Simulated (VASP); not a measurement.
# Ti2O (P-3m1) in VASP: a series of runs

Ti2O is run at these levels: r2SCAN; tasks: single point.

Program: VASP 6.6.1. These are calculated values, not measurements. Logs are shortened: lines on timing, memory, paths and dates and some standing lists are left out, and cuts for length are marked.

## 1. The cell of the first run

Symmetry: P-3m1, No. 164, trigonal system. The conventional cell has a = 2.919 Å, b = 2.919 Å, c = 4.713 Å, α = 90.00°, β = 90.00°, γ = 120.00°. Ti (site symmetry 3m) has 3 O at 2.14 Å and 3 Ti at 2.68 Å within 2.8 Å. O (site symmetry -3m) has 6 Ti at 2.14 Å within 2.8 Å.

## 2. Single point, r2SCAN

Contents of POSCAR:

```
Ti2O
1.0
    2.9193980238      0.0000000000      0.0000000000
   -1.4596990119      2.5282728524      0.0000000000
    0.0000000000      0.0000000000      4.7130000000
Ti O
2 1
Direct
    0.6666666667      0.3333333333      0.2787400000
    0.3333333333      0.6666666667      0.7212600000
    0.0000000000      0.0000000000      0.0000000000
```

Contents of INCAR.step1:

```
SYSTEM = Ti2O
ALGO = Normal
EDIFF = 1E-5
ENCUT = 660
GGA = PE
GGA_COMPAT = .False.
ISMEAR = 1
LASPH = .True.
LCHARG = .False.
LREAL = .False.
LWAVE = .True.
NBANDS = 22
NELM = 120
PREC = Accurate
SIGMA = 0.5
```

Contents of INCAR.step2:

```
SYSTEM = Ti2O
ALGO = Normal
EDIFF = 1E-6
ENCUT = 660
GGA_COMPAT = .False.
ISIF = 2
ISMEAR = 1
ISTART = 1
LASPH = .True.
LCHARG = .False.
LMIXTAU = .True.
LREAL = .False.
LWAVE = .False.
METAGGA = R2SCAN
NBANDS = 22
NELM = 120
PREC = Accurate
SIGMA = 0.5
```

Contents of KPOINTS:

```
k-points
0
Gamma
  18 18 10
  0 0 0
```

Potentials or basis: VASP PAW PBE potentials, release 64 (Ti_sv, O).

Started as:

```
> cat potpaw_PBE.64/Ti_sv/POTCAR potpaw_PBE.64/O/POTCAR > POTCAR
> cp INCAR.step1 INCAR
> mpirun -np 1 vasp_std > vasp.out
> cp INCAR.step2 INCAR
> mpirun -np 1 vasp_std > vasp.out
```

OUTCAR:

```text
SYSTEM = Ti2O
   EDIFF = 1E-6
   ENCUT = 660
   ISIF = 2
   ISMEAR = 1
   ISTART = 1
   LASPH = .True.
   LREAL = .False.
   METAGGA = R2SCAN
   NELM = 120
   PREC = Accurate

 ion  position               nearest neighbor table
   1  0.667  0.333  0.279-   3 2.14   3 2.14   3 2.14   2 2.68   2 2.68   2 2.68
   2  0.333  0.667  0.721-   3 2.14   3 2.14   3 2.14   1 2.68   1 2.68   1 2.68
   3  0.000  0.000  0.000-   1 2.14   2 2.14   1 2.14   2 2.14   1 2.14   2 2.14

  LATTYP: Found a hexagonal cell.
 ALAT       =     2.9193980238
 C/A-ratio  =     1.6143739091

  Lattice vectors:

 A1 = (   2.9193980238,   0.0000000000,   0.0000000000)
 A2 = (  -1.4596990119,   2.5282728524,   0.0000000000)
 A3 = (   0.0000000000,   0.0000000000,   4.7130000000)

Analysis of symmetry for initial positions (statically):
=====================================================================
 Subroutine PRICEL returns:
 Original cell was already a primitive cell.

 Routine SETGRP: Setting up the symmetry group for a
 hexagonal supercell.

 Subroutine GETGRP returns: Found 12 space group operations
 (whereof 12 operations were pure point group operations)
 out of a pool of 24 trial point group operations.

The static configuration has the point symmetry D_3d.

Analysis of symmetry for dynamics (positions and initial velocities):
=====================================================================
 Subroutine PRICEL returns:
 Original cell was already a primitive cell.

 Routine SETGRP: Setting up the symmetry group for a
 hexagonal supercell.

 Subroutine GETGRP returns: Found 12 space group operations
 (whereof 12 operations were pure point group operations)
 out of a pool of 24 trial point group operations.

The dynamic configuration has the point symmetry D_3d.

 Subroutine INISYM returns: Found 12 space group operations
 (whereof 12 operations are pure point group operations),
 and found     1 'primitive' translations

----------------------------------------------------------------------------------------

                                     Primitive cell

  volume of cell :      34.7868

  direct lattice vectors                    reciprocal lattice vectors
     2.919398024  0.000000000  0.000000000     0.342536369  0.197763465  0.000000000
    -1.459699012  2.528272852  0.000000000     0.000000000  0.395526930  0.000000000
     0.000000000  0.000000000  4.713000000     0.000000000  0.000000000  0.212179079

  length of vectors
     2.919398024  2.919398024  4.713000000     0.395526930  0.395526930  0.212179079

  position of ions in fractional coordinates (direct lattice)
     0.666666667  0.333333333  0.278740000
     0.333333333  0.666666667  0.721260000
     0.000000000  0.000000000  0.000000000

  ion indices of the primitive-cell ions
   primitive index   ion index
                 1           1
                 2           2
                 3           3

----------------------------------------------------------------------------------------

 KPOINTS: k-points

Automatic generation of k-mesh.
 Grid dimensions read from file:
 generate k-points for:   18   18   10

 Generating k-lattice:

  Cartesian coordinates                     Fractional coordinates (reciprocal lattice)
     0.019029798  0.010986859  0.000000000     0.055555556  0.000000000  0.000000000
     0.000000000  0.021973718  0.000000000     0.000000000  0.055555556  0.000000000
     0.000000000  0.000000000  0.021217908     0.000000000  0.000000000  0.100000000

  Length of vectors
     0.021973718  0.021973718  0.021217908

  Shift w.r.t. Gamma in fractional coordinates (k-lattice)
     0.000000000  0.000000000  0.000000000

 Subroutine IBZKPT returns following result:
 ===========================================

 Found    330 irreducible k-points:

 Following reciprocal coordinates:
            Coordinates               Weight
  0.000000  0.000000  0.000000      1.000000
  0.055556  0.000000  0.000000      6.000000
  0.111111  0.000000  0.000000      6.000000
  0.166667  0.000000  0.000000      6.000000
  0.222222  0.000000  0.000000      6.000000
  0.277778  0.000000  0.000000      6.000000
[... 16 lines left out ...]
  0.333333  0.111111  0.000000     12.000000
  0.388889  0.111111  0.000000     12.000000
 [... further k-points ...]
   k-points           NKPTS =    330   k-points in BZ     NKDIM =    330   number of bands    NBANDS=     22
   number of dos      NEDOS =    301   number of ions     NIONS =      3
   total plane-waves  NPLWV =  23040
   dimension x,y,z NGX =    24 NGY =   24 NGZ =   40
   dimension x,y,z NGXF=    48 NGYF=   48 NGZF=   80
   ions per type =               2   1
   NGX,Y,Z   is equivalent  to a cutoff of  13.67, 13.67, 14.11 a.u.
   NGXF,Y,Z  is equivalent  to a cutoff of  27.33, 27.33, 28.22 a.u.
 SYSTEM =  Ti2O
   PREC   = accura    normal or accurate (medium, high low for compatibility)
   ISTART =      1    job   : 0-new  1-cont  2-samecut
   ICHARG =      0    charge: 1-file 2-atom 10-const
   ISPIN  =      1    spin polarized calculation?
   LNONCOLLINEAR =      F non collinear calculations
   LSORBIT =      F    spin-orbit coupling
   LASPH  =      T    aspherical Exc in radial PAW
   ENCUT  =  660.0 eV  48.51 Ry    6.96 a.u.   6.12  6.12  9.87*2*pi/ulx,y,z
   NELM   =    120;   NELMIN=  2; NELMDL=  0     # of ELM steps
   EDIFF  = 0.1E-05   stopping-criterion for ELM
   LREAL  =      F    real-space projection
[... 7 lines left out ...]
   TEBEG  =    0.0;   TEEND  =   0.0 temperature during run
   PSTRESS=    0.0 pullay stress
   NELECT =      30.0000    total number of electrons
   NUPDOWN=      -1.0000    fix difference up-down
   EMIN   =  10.00;   EMAX   =-10.00  energy-range for DOS
   EFERMI =   0.00;   METHOD = LEGACY
   ISMEAR =     1;   SIGMA  =   0.50  broadening in eV -4-tet -1-fermi 0-gaus
   EFERMI_NEDOS =   21; number of points for ismear=-14 and -15
   IALGO  =     38    algorithm
   IMIX   =      4    mixing-type and parameters
     AMIX     =   0.40;   BMIX     =  1.00
     AMIX_MAG =   1.60;   BMIX_MAG =  1.00
  volume/ion in A,a.u.               =      11.60        78.25
  Fermi-wavevector in a.u.,A,eV,Ry     =   1.558274  2.944710 33.037889  2.428216
  Thomas-Fermi vector in A             =   2.661802
   LORBIT       =      0    0 simple, 1 ext, 2 COOP (PROOUT), +10 PAW based schemes
   METAGGA = R2SCAN    functional components
   LHFCALC =     F    Hartree Fock is set to
   AEXX    =    0.0000 exact exchange contribution
   IVDW    =     0    specifies the selected vdW correction
   LEPSILON=     F    determine dielectric tensor
   LRPA    =     F    only Hartree local field effects (RPA)
 non-spin polarized calculation
 Methfessel and Paxton  Order N= 1 SIGMA  =   0.50
  energy-cutoff  :      660.00
  volume of cell :       34.79
 maximum number of plane-waves:      1362
   NGX = 13   NGY = 13   NGZ = 19

 number of electron      29.9999995 magnetization

 Free energy of the ion-electron system (eV)
  ---------------------------------------------------
  ext. energy  EPLUGINS =         0.00000000
  ---------------------------------------------------
  free energy    TOTEN  =       -37.76170608 eV

  energy without entropy =      -37.79641629  energy(sigma->0) =      -37.77327615

 E-fermi :  10.6392     XC(G=0): -13.3879

 val. band max:       10.6288851341   @ k =   0.0556   0.0000   0.5000
 cond. band min:      10.6460496804   @ k =   0.1667   0.0000   0.1000
 fundamental gap:      0.0171645462
 Fermi energy:        10.6391791388

 k-point     1 :       0.0000    0.0000    0.0000
  band No.  band energies     occupation
      1     -49.0206      2.00000
      2     -48.8318      2.00000
      3     -24.7363      2.00000
      4     -23.9265      2.00000
      5     -23.9265      2.00000
      6     -23.8154      2.00000
[... 14 lines left out ...]
     21      12.0906     -0.00032
     22      14.8993     -0.00000

 k-point     2 :       0.0556    0.0000    0.0000
  band No.  band energies     occupation
      1     -49.0168      2.00000
      2     -48.8306      2.00000
      3     -24.7262      2.00000
      4     -23.9504      2.00000
      5     -23.9327      2.00000
      6     -23.8185      2.00000
[... 14 lines left out ...]
     21      12.2088     -0.00008
     22      14.7029     -0.00000

 k-point     3 :       0.1111    0.0000    0.0000
  band No.  band energies     occupation
      1     -49.0057      2.00000
      2     -48.8270      2.00000
      3     -24.6968      2.00000
      4     -24.0116      2.00000
      5     -23.9499      2.00000
      6     -23.8722      2.00000
[... 14 lines left out ...]
     21      12.4716     -0.00000
     22      14.3454     -0.00000

 k-point     4 :       0.1667    0.0000    0.0000
  band No.  band energies     occupation
      1     -48.9883      2.00000
      2     -48.8219      2.00000
      3     -24.6508      2.00000
      4     -24.0977      2.00000
      5     -23.9753      2.00000
      6     -23.9512      2.00000
[... 14 lines left out ...]
     21      12.7816     -0.00000
     22      14.0432     -0.00000

 k-point     5 :       0.2222    0.0000    0.0000
  band No.  band energies     occupation
      1     -48.9663      2.00000
      2     -48.8164      2.00000
      3     -24.5925      2.00000
      4     -24.2002      2.00000
      5     -24.0409      2.00000
      6     -24.0052      2.00000
[... 417 lines left out ...]
 k-point    22 :       0.2778    0.1111    0.0000
  band No.  band energies     occupation
      1     -48.9099      2.00000
      2     -48.8081      2.00000
      3     -24.4598      2.00000
      4     -24.3953      2.00000
      5     -24.2344      2.00000
      6     -24.0553      2.00000
[... 14 lines left out ...]
     21      13.8474     -0.00000
     22      14.3951     -0.00000

 k-point    23 :       0.3333    0.1111    0.0000
  band No.  band energies     occupation
      1     -48.8883      2.00000
      2     -48.8084      2.00000
      3     -24.4831      2.00000
      4     -24.4254      2.00000
      5     -24.2312      2.00000
      6     -24.0932      2.00000
[... 14 lines left out ...]
     21      14.0303     -0.00000
     22      14.3434     -0.00000

 k-point    24 :       0.3889    0.1111    0.0000
  band No.  band energies     occupation
      1     -48.8721      2.00000
      2     -48.8106      2.00000
      3     -24.5319      2.00000
      4     -24.4269      2.00000
      5     -24.1961      2.00000
      6     -24.1238      2.00000
[... 14 lines left out ...]
     21      14.0778     -0.00000
     22      14.3376     -0.00000

 [... further k-points ...]
[... 5 lines left out ...]
  --------------------------------------------------------------------------------------
  -------------------------------------------------------------------------------------
  Total        1.5662055      1.5662055      3.3030198      0.0000000      0.0000000      0.0000000
  in kB       72.1347667     72.1347667    152.1272690      0.0000000      0.0000000      0.0000000
  external PRESSURE =      98.7989341 kB  Pullay stress =       0.0000000 kB

 VOLUME and BASIS-vectors are now :
 -----------------------------------------------------------------------------
  energy-cutoff  :      660.00
  volume of cell :       34.79
      direct lattice vectors                 reciprocal lattice vectors
     2.919398024  0.000000000  0.000000000     0.342536369  0.197763465  0.000000000
    -1.459699012  2.528272852  0.000000000     0.000000000  0.395526930  0.000000000
     0.000000000  0.000000000  4.713000000     0.000000000  0.000000000  0.212179079

 POSITION                                       TOTAL-FORCE (eV/Angst)
 -----------------------------------------------------------------------------------
      1.45970      0.84276      1.31370         0.000000      0.000000     -1.009457
     -0.00000      1.68552      3.39930         0.000000     -0.000000      1.009457
      0.00000      0.00000      0.00000        -0.000000      0.000000     -0.000000
 -----------------------------------------------------------------------------------
    total drift:                               -0.000000      0.000000      0.000000

  FREE ENERGIE OF THE ION-ELECTRON SYSTEM (eV)
  ---------------------------------------------------
  free  energy   TOTEN  =       -37.7617060759 eV

  energy  without entropy=      -37.7964162884  energy(sigma->0) =      -37.77327615
```

Wall time 14 min (1 thread of Intel Xeon Platinum 8259CL at 2.50GHz (Skylake/Cascade Lake), shared host); peak memory 0.41 GiB.

Results:

```
Free energy            : -37.7617 eV
Pressure               : 9.9 GPa
Largest force          : 1.009 eV/Å
Band gap on the k mesh : zero (bands 15 and 16 overlap by 0.96 eV)
```

Forces in eV/Å, atoms in the order of the input:
```
Ti   0.000  0.000 -1.009
Ti   0.000  0.000  1.009
O    0.000  0.000  0.000
```

Stress tensor (GPa, compression positive):
```
 7.21  0.00  0.00
 0.00  7.21  0.00
 0.00  0.00 15.21
```

Levels at points of the mesh, in eV from the Fermi level:
| k point | band 12 | band 13 | band 14 | band 15 | band 16 | band 17 | band 18 | band 19 |
| --- | --- | --- | --- | --- | --- | --- | --- | --- |
| (0.00, 0.00, 0.00) | -6.28 | -4.15 | -0.66 | 0.36 | 0.42 | 0.42 | 0.93 | 0.93 |
| (0.50, 0.00, 0.00) | -6.82 | -3.01 | -1.70 | -0.76 | 1.25 | 1.69 | 3.05 | 3.16 |
| (0.00, 0.00, 0.50) | -6.37 | -2.24 | -2.03 | 0.08 | 0.08 | 1.38 | 1.97 | 1.97 |
| (0.50, 0.00, 0.50) | -6.72 | -1.82 | -1.70 | -0.86 | -0.48 | 0.80 | 3.04 | 3.13 |

Caveat: the stress differs along the axes, from 7 to 15 GPa; the PAW data sets were made with another functional, which shifts forces and pressure a little.

[end of part 1 of 2]

The gap in the log of VASP goes by the Fermi energy; the results here count the filled bands.